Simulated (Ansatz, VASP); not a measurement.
# Si2Mo in VASP and in Ansatz

File INCAR:

```
PREC = Accurate ; ENCUT = 520
EDIFF = 1E-7 ; ISMEAR = 1
SIGMA = 0.15 ; LREAL = False
LASPH = True ; NELM = 100
ALGO = Normal ; ISIF = 2
LWAVE = False ; LCHARG = False
NBANDS = 18
```

Contents of KPOINTS:

```
regular mesh
0
Gamma
  13 13 13
```

POSCAR

```
Si2Mo
1.0
   -1.6000000000      1.6000000000      3.9305000000
    1.6000000000     -1.6000000000      3.9305000000
    1.6000000000      1.6000000000     -3.9305000000
Si Mo
2 1
Direct
    0.3330000000      0.3330000000      0.0000000000
    0.6670000000      0.6670000000      0.0000000000
    0.0000000000      0.0000000000      0.0000000000
```

Input for Ansatz:

```yaml
crystal:
  lattice:
    - [-1.6, 1.6, 3.9305]
    - [1.6, -1.6, 3.9305]
    - [1.6, 1.6, -3.9305]
  atoms:
    - { symbol: Si, position: [0.333, 0.333, 0.0] }
    - { symbol: Si, position: [0.667, 0.667, 0.0] }
    - { symbol: Mo, position: [0.0, 0.0, 0.0] }
basis:
  ecutwfc: 500.0
kpoints:
  mp_grid:
    grid: [13, 13, 13]
hamiltonian:
  xc: lda
  pseudopotentials:
    kind: paw
scf:
  occupations:
    method: cold
    width: 0.15
output:
  stress: true
```

Alike in both runs: task single point; functional LDA; k mesh 13 × 13 × 13; no spin polarisation.

```csv
,VASP,Ansatz
version,VASP 6.6.1,Ansatz 0.2.0
potentials or method,"VASP PAW LDA potentials, release 64 (Si, Mo_sv), cutoff 520 eV","plane waves, PAW"
occupations,"methfessel-paxton of order 1, width 0.15 eV","cold, width 0.15 eV"
valence electrons in the cell,22,22
```

|  | VASP | Ansatz | Ansatz less VASP |
| --- | --- | --- | --- |
| pressure (GPa) | -5.5 | -6.1 | -0.59 |
| traceless stress, the component that is largest in VASP (GPa) | -1.27 | -1.33 | -0.054 |

LDA's correlation is that of Perdew and Zunger in VASP and of Perdew and Wang (1992) in Ansatz.
